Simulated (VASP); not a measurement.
# Be (Cmcm) in VASP: notebook

Be is run at these levels: PBEsol; tasks: single point.

All numbers are computed with VASP 6.6.1; they aren't measurements. Logs are shortened: lines on timing, memory, paths and dates and some standing lists are left out, and cuts for length are marked.

## Step 1: The cell of the first run

Symmetry: Cmcm, No. 63, orthorhombic system. Conventional cell: a = 2.300 Å, b = 3.585 Å, c = 3.601 Å, α = 90.00°, β = 90.00°, γ = 90.00°. Within 2.8 Å of Be (site symmetry m2m) lie 12 Be at 2.13 to 2.30 Å.

## Step 2: Single point, PBEsol (strain -0.1000 x Voigt [0, 1, 0, 0, 0, 0])

Contents of INCAR:

```
SYSTEM = Be
  PREC = Accurate
  ENCUT = 520
  EDIFF = 1E-7
  ISMEAR = 0
  SIGMA = 0.15
  LREAL = .FALSE.
  LASPH = .TRUE.
  NELM = 80
  ALGO = Fast
  ISIF = 2
  LWAVE = .FALSE.
  LCHARG = .FALSE.
  GGA = PS
  NBANDS = 9
```

Contents of KPOINTS:

```
Automatic mesh
0
G
  24 24 14
  0 0 0
```

Contents of POSCAR:

```
Be
1.0
    2.2995019849      0.0000000000      0.0000000000
   -1.1497509925      1.7922844215      0.0000000000
    0.0000000000      0.0000000000      3.6009000000
Be
2
Direct
    0.3333333333      0.6666666667      0.2500000000
    0.6666666667      0.3333333333      0.7500000000
```

Potentials or basis: VASP PAW PBE potentials, release 64 (Be).

Command:

```
$ cat potpaw_PBE.64/Be/POTCAR > POTCAR
$ mpirun -np 1 vasp_std > vasp.out
```

OUTCAR:

```text
SYSTEM = Be
   PREC = Accurate
   ENCUT = 520
   EDIFF = 1E-7
   ISMEAR = 0
   LREAL = .FALSE.
   LASPH = .TRUE.
   NELM = 80
   ISIF = 2
   GGA = PS

 ion  position               nearest neighbor table
   1  0.333  0.667  0.250-   2 2.16   2 2.16   2 2.22   2 2.22   2 2.22   2 2.22
   2  0.667  0.333  0.750-   1 2.16   1 2.16   1 2.22   1 2.22   1 2.22   1 2.22

  Warning from LATTYP: Monoclinic adjustment (A1->A3, A2->A1, A3->A2)!
  LATTYP: Found a base centered orthorhombic cell.
 ALAT       =     2.2995019849
 B/A-ratio  =     1.5588457268
 C/A-ratio  =     1.5659477677

  Lattice vectors:

 A1 = (   1.1497509925,  -1.7922844215,   0.0000000000)
 A2 = (   1.1497509924,   1.7922844215,   0.0000000000)
 A3 = (   0.0000000000,   0.0000000000,   3.6009000000)

Analysis of symmetry for initial positions (statically):
=====================================================================
 Subroutine PRICEL returns:
 Original cell was already a primitive cell.

 Routine SETGRP: Setting up the symmetry group for a
 base centered orthorhombic supercell.

 Subroutine GETGRP returns: Found  8 space group operations
 (whereof  4 operations were pure point group operations)
 out of a pool of  8 trial point group operations.

The static configuration has the point symmetry C_2h.
 The point group associated with its full space group is D_2h.

Analysis of symmetry for dynamics (positions and initial velocities):
=====================================================================
 Subroutine PRICEL returns:
 Original cell was already a primitive cell.

 Routine SETGRP: Setting up the symmetry group for a
 base centered orthorhombic supercell.

 Subroutine GETGRP returns: Found  8 space group operations
 (whereof  4 operations were pure point group operations)
 out of a pool of  8 trial point group operations.

The dynamic configuration has the point symmetry C_2h.
 The point group associated with its full space group is D_2h.

 Subroutine INISYM returns: Found  8 space group operations
 (whereof  4 operations are pure point group operations),
 and found     1 'primitive' translations

----------------------------------------------------------------------------------------

                                     Primitive cell

  volume of cell :      14.8406

  direct lattice vectors                    reciprocal lattice vectors
     2.299501985  0.000000000  0.000000000     0.434876772  0.278973579  0.000000000
    -1.149750993  1.792284422  0.000000000     0.000000000  0.557947158  0.000000000
     0.000000000  0.000000000  3.600900000     0.000000000  0.000000000  0.277708351

  length of vectors
     2.299501985  2.129368637  3.600900000     0.516666299  0.557947158  0.277708351

  position of ions in fractional coordinates (direct lattice)
     0.333333333  0.666666667  0.250000000
     0.666666667  0.333333333  0.750000000

  ion indices of the primitive-cell ions
   primitive index   ion index
                 1           1
                 2           2

----------------------------------------------------------------------------------------

 KPOINTS: Automatic mesh

Automatic generation of k-mesh.
 Grid dimensions read from file:
 generate k-points for:   24   24   14

 Generating k-lattice:

  Cartesian coordinates                     Fractional coordinates (reciprocal lattice)
     0.018119865  0.011623899  0.000000000     0.041666667  0.000000000  0.000000000
     0.000000000  0.023247798  0.000000000     0.000000000  0.041666667  0.000000000
     0.000000000  0.000000000  0.019836311     0.000000000  0.000000000  0.071428571

  Length of vectors
     0.021527762  0.023247798  0.019836311

  Shift w.r.t. Gamma in fractional coordinates (k-lattice)
     0.000000000  0.000000000  0.000000000

 Subroutine IBZKPT returns following result:
 ===========================================

 Found   1256 irreducible k-points:

 Following reciprocal coordinates:
            Coordinates               Weight
  0.000000  0.000000  0.000000      1.000000
  0.041667  0.000000  0.000000      4.000000
  0.083333 -0.000000  0.000000      4.000000
  0.125000 -0.000000  0.000000      4.000000
  0.166667  0.000000  0.000000      4.000000
  0.208333 -0.000000  0.000000      4.000000
[... 16 lines left out ...]
  0.375000  0.041667  0.000000      4.000000
  0.416667  0.041667  0.000000      4.000000
 [... further k-points ...]
   k-points           NKPTS =   1256   k-points in BZ     NKDIM =   1256   number of bands    NBANDS=      9
   number of dos      NEDOS =    301   number of ions     NIONS =      2
   total plane-waves  NPLWV =   8064
   dimension x,y,z NGX =    18 NGY =   16 NGZ =   28
   dimension x,y,z NGXF=    36 NGYF=   32 NGZF=   56
   ions per type =               2
   NGX,Y,Z   is equivalent  to a cutoff of  13.01, 12.49, 12.93 a.u.
   NGXF,Y,Z  is equivalent  to a cutoff of  26.03, 24.98, 25.85 a.u.
 SYSTEM =  Be
   PREC   = accura    normal or accurate (medium, high low for compatibility)
   ISTART =      0    job   : 0-new  1-cont  2-samecut
   ICHARG =      2    charge: 1-file 2-atom 10-const
   ISPIN  =      1    spin polarized calculation?
   LNONCOLLINEAR =      F non collinear calculations
   LSORBIT =      F    spin-orbit coupling
   LASPH  =      T    aspherical Exc in radial PAW
   ENCUT  =  520.0 eV  38.22 Ry    6.18 a.u.   4.28  3.96  6.70*2*pi/ulx,y,z
   NELM   =     80;   NELMIN=  2; NELMDL= -5     # of ELM steps
   EDIFF  = 0.1E-06   stopping-criterion for ELM
   LREAL  =      F    real-space projection
   EDIFFG = 0.1E-05   stopping-criterion for IOM
   NSW    =      0    number of steps for IOM
   IBRION =     -1    ionic relax: 0-MD 1-quasi-New 2-CG
   NFREE  =      0    steps in history (QN), initial steepest desc. (CG)
   ISIF   =      2    stress and relaxation
   ISYM   =      2    0-nonsym 1-usesym 2-fastsym
   POTIM  = 0.5000    time-step for ionic-motion
   TEBEG  =    0.0;   TEEND  =   0.0 temperature during run
   PSTRESS=    0.0 pullay stress
   NELECT =       4.0000    total number of electrons
   NUPDOWN=      -1.0000    fix difference up-down
   EMIN   =  10.00;   EMAX   =-10.00  energy-range for DOS
   EFERMI =   0.00;   METHOD = LEGACY
   ISMEAR =     0;   SIGMA  =   0.15  broadening in eV -4-tet -1-fermi 0-gaus
   EFERMI_NEDOS =   21; number of points for ismear=-14 and -15
   IALGO  =     68    algorithm
   IMIX   =      4    mixing-type and parameters
     AMIX     =   0.40;   BMIX     =  1.00
     AMIX_MAG =   1.60;   BMIX_MAG =  1.00
  volume/ion in A,a.u.               =       7.42        50.07
  Fermi-wavevector in a.u.,A,eV,Ry     =   1.057493  1.998372 15.215284  1.118292
  Thomas-Fermi vector in A             =   2.192768
   LORBIT       =      0    0 simple, 1 ext, 2 COOP (PROOUT), +10 PAW based schemes
   GGA     = PS    functional components
   LHFCALC =     F    Hartree Fock is set to
   AEXX    =    0.0000 exact exchange contribution
   IVDW    =     0    specifies the selected vdW correction
   LEPSILON=     F    determine dielectric tensor
   LRPA    =     F    only Hartree local field effects (RPA)
 non-spin polarized calculation
 RMM-DIIS sequential band-by-band and
 Gauss-broadening in eV      SIGMA  =   0.15
  energy-cutoff  :      520.00
  volume of cell :       14.84
 maximum number of plane-waves:       420
 NGX is ok and might be reduce to    18
   NGX =  9   NGY =  7   NGZ = 13

 number of electron       4.0000000 magnetization

 Free energy of the ion-electron system (eV)
  ---------------------------------------------------
  ext. energy  EPLUGINS =         0.00000000
  ---------------------------------------------------
  free energy    TOTEN  =        -7.86419483 eV

  energy without entropy =       -7.86285469  energy(sigma->0) =       -7.86352476

 E-fermi :   7.7641     XC(G=0): -10.8181

 val. band max:        7.7568368922   @ k =   0.3750   0.0000   0.0000
 cond. band min:       7.7652554344   @ k =   0.2083   0.2500   0.0714
 fundamental gap:      0.0084185423
 Fermi energy:         7.7641314495

 k-point     1 :       0.0000    0.0000    0.0000
  band No.  band energies     occupation
      1      -4.1463      2.00000
      2       2.4027      2.00000
      3       8.0955      0.00178
      4      24.1591      0.00000
      5      26.0156      0.00000
      6      26.8163      0.00000
      7      28.2184      0.00000
      8      28.8204      0.00000
      9      35.7860      0.00000

 k-point     2 :       0.0417    0.0000    0.0000
  band No.  band energies     occupation
      1      -4.0963      2.00000
      2       2.4700      2.00000
      3       8.1101      0.00111
      4      23.7565      0.00000
      5      25.2564      0.00000
      6      27.3690      0.00000
      7      28.1636      0.00000
      8      28.7547      0.00000
      9      35.4262      0.00000

 k-point     3 :       0.0833   -0.0000    0.0000
  band No.  band energies     occupation
      1      -3.9463      2.00000
      2       2.6721      2.00000
      3       8.1519      0.00026
      4      22.5040      0.00000
      5      24.4217      0.00000
      6      27.6753      0.00000
      7      27.9654      0.00000
      8      28.6445      0.00000
      9      34.3671      0.00000

 k-point     4 :       0.1250   -0.0000    0.0000
  band No.  band energies     occupation
      1      -3.6962      2.00000
      2       3.0085      2.00000
      3       8.2145      0.00002
      4      20.7905      0.00000
      5      23.6915      0.00000
      6      27.3119      0.00000
      7      27.5147      0.00000
      8      28.6200      0.00000
      9      33.0938      0.00000
[... 205 lines left out ...]
 k-point    22 :       0.3333    0.0417    0.0000
  band No.  band energies     occupation
      1      -0.4480      2.00000
      2       7.1055      2.00000
      3       7.3448      1.99992
      4      13.4722      0.00000
      5      18.5676      0.00000
      6      19.8445      0.00000
      7      20.8494      0.00000
      8      27.2041      0.00000
      9      30.4615      0.00000

 k-point    23 :       0.3750    0.0417    0.0000
  band No.  band energies     occupation
      1       0.4203      2.00000
      2       6.1485      2.00000
      3       8.4937      0.00000
      4      13.3985      0.00000
      5      16.7399      0.00000
      6      18.7478      0.00000
      7      20.4100      0.00000
      8      26.9145      0.00000
      9      30.5225      0.00000

 k-point    24 :       0.4167    0.0417    0.0000
  band No.  band energies     occupation
      1       1.3229      2.00000
      2       5.1117      2.00000
      3       9.6804      0.00000
      4      13.5643      0.00000
      5      15.0969      0.00000
      6      17.7925      0.00000
      7      20.1755      0.00000
      8      26.7007      0.00000
      9      30.6043      0.00000

 [... further k-points ...]

------------------------ aborting loop because EDIFF is reached ----------------------------------------

  FORCE on cell =-STRESS in cart. coord.  units (eV):
  Direction    XX          YY          ZZ          XY          YZ          ZX
  --------------------------------------------------------------------------------------
  -------------------------------------------------------------------------------------
  Total       -0.2472455      3.0365879     -0.4327662     -0.0000000      0.0000000      0.0000000
  in kB      -26.6923730    327.8269602    -46.7210038     -0.0000000      0.0000000      0.0000000
  external PRESSURE =      84.8045278 kB  Pullay stress =       0.0000000 kB

 VOLUME and BASIS-vectors are now :
 -----------------------------------------------------------------------------
  energy-cutoff  :      520.00
  volume of cell :       14.84
      direct lattice vectors                 reciprocal lattice vectors
     2.299501985  0.000000000  0.000000000     0.434876772  0.278973579  0.000000000
    -1.149750993  1.792284422  0.000000000     0.000000000  0.557947158  0.000000000
     0.000000000  0.000000000  3.600900000     0.000000000  0.000000000  0.277708351

 POSITION                                       TOTAL-FORCE (eV/Angst)
 -----------------------------------------------------------------------------------
     -0.00000      1.19486      0.90023         0.000000     -0.299386      0.000000
      1.14975      0.59743      2.70068        -0.000000      0.299386      0.000000
 -----------------------------------------------------------------------------------
    total drift:                                0.000000     -0.000000      0.000000

  FREE ENERGIE OF THE ION-ELECTRON SYSTEM (eV)
  ---------------------------------------------------
  free  energy   TOTEN  =        -7.8641948322 eV

  energy  without entropy=       -7.8628546901  energy(sigma->0) =       -7.86352476
```

Wall time 83 s (1 thread of Intel Xeon Platinum 8488C (Sapphire Rapids), shared host); peak memory 0.24 GiB.

Results:

| Quantity | Value |
| --- | --- |
| Free energy | -7.8642 eV |
| Pressure | 8.5 GPa |
| Largest force | 0.299 eV/Å |
| Band gap on the k mesh | zero (bands 2 and 3 overlap by 1.69 eV) |

Forces in eV/Å, atoms in the order of the input:
```
Be   0.000 -0.299  0.000
Be   0.000  0.299  0.000
```

Stress tensor (GPa, compression positive):
```
-2.67  0.00  0.00
 0.00 32.78  0.00
 0.00  0.00 -4.67
```

Caveat: the cell differs from its parent crystal (strain -0.1000 x Voigt [0, 1, 0, 0, 0, 0]); the stress differs along the axes, from -5 to 33 GPa; the PAW data sets were made with another functional, which shifts forces and pressure a little.

(Continued in part 2 of 2.)

The gap in the log of VASP goes by the Fermi energy; the results here count the filled bands.